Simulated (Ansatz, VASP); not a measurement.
# TiAl: VASP beside Ansatz

```xyz
2
Lattice="3.0246 0.0000 0.0000 0.0000 3.0246 0.0000 0.0000 0.0000 3.0246" Properties=species:S:1:pos:R:3 pbc="T T T"
Ti    1.5123    1.5123    1.5123
Al    0.0000    0.0000    0.0000
```

Alike in both runs: task single point; functional PBEsol; k mesh 14 × 14 × 14; occupations gaussian, width 0.1 eV; no spin polarisation.

|  | VASP | Ansatz |
| --- | --- | --- |
| version | VASP 6.6.1 | Ansatz 0.2.0 |
| potentials or method | VASP PAW PBE potentials, release 64 (Ti_sv, Al), cutoff 520 eV | scalar-relativistic, plane waves, PAW |
| valence electrons in the cell | 15 | 15 |

|  | VASP | Ansatz | Ansatz less VASP |
| --- | --- | --- | --- |
| gap on the k mesh at the Fermi level (eV) | none | none | - |
| pressure (GPa) | 19.4 | 19.4 | +0.04 |

VASP's potentials were made for PBE, not for PBEsol. A gap of «none» marks a metal or a gap that the smearing closes.
